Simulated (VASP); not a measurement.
Here is a VASP 6.6.1 calculation.

INCAR

```
SYSTEM = Si4Br3
PREC = Accurate
ENCUT = 520
EDIFF = 1E-6
ISMEAR = 0
SIGMA = 0.1
LREAL = .FALSE.
LASPH = .TRUE.
NELM = 100
ALGO = Normal
ISIF = 2
LWAVE = .FALSE.
LCHARG = .FALSE.
GGA = PE
NBANDS = 50
```

Contents of KPOINTS:

```
regular mesh
0
G
  6 6 4
  0 0 0
```

File POSCAR:

```
Si4Br3
1.0
    7.8601866089      0.0000000000      0.0000000000
   -3.9300933045      6.8071212818      0.0000000000
    0.0000000000      0.0000000000      8.6329048543
Si Br
8 6
Direct
    0.3347084893      0.1673542447      0.9597220498
    0.8326457553      0.1673542447      0.9597220498
    0.8326457553      0.6652915107      0.9597220498
    0.6666666667      0.3333333333      0.0410653319
    0.6652915107      0.8326457553      0.0402779502
    0.1673542447      0.3347084893      0.0402779502
    0.1673542447      0.8326457553      0.0402779502
    0.3333333333      0.6666666667      0.9589346681
    0.3293247839      0.1646623919      0.6974408033
    0.8353376081      0.1646623919      0.6974408033
    0.8353376081      0.6706752161      0.6974408033
    0.6706752161      0.8353376081      0.3025591967
    0.1646623919      0.3293247839      0.3025591967
    0.1646623919      0.8353376081      0.3025591967
```

Potentials or basis: VASP PAW PBE potentials, release 64 (Si, Br).

Run with:

```sh
$ cat potpaw_PBE.64/Si/POTCAR potpaw_PBE.64/Br/POTCAR > POTCAR
$ mpirun -np 1 vasp_std > vasp.out
```

(1) Predict the band gap on the k mesh.

(2) Estimate the pressure.

(3) Predict the largest force.

Answers

(1) zero (bands 37 and 38 overlap by 0.20 eV).

(2) 0.0 GPa.

(3) 0.005 eV/Å.

Caveat: this functional lacks dispersion, which binds layers or chains, so the pressure and a relaxed spacing across them are unreliable.
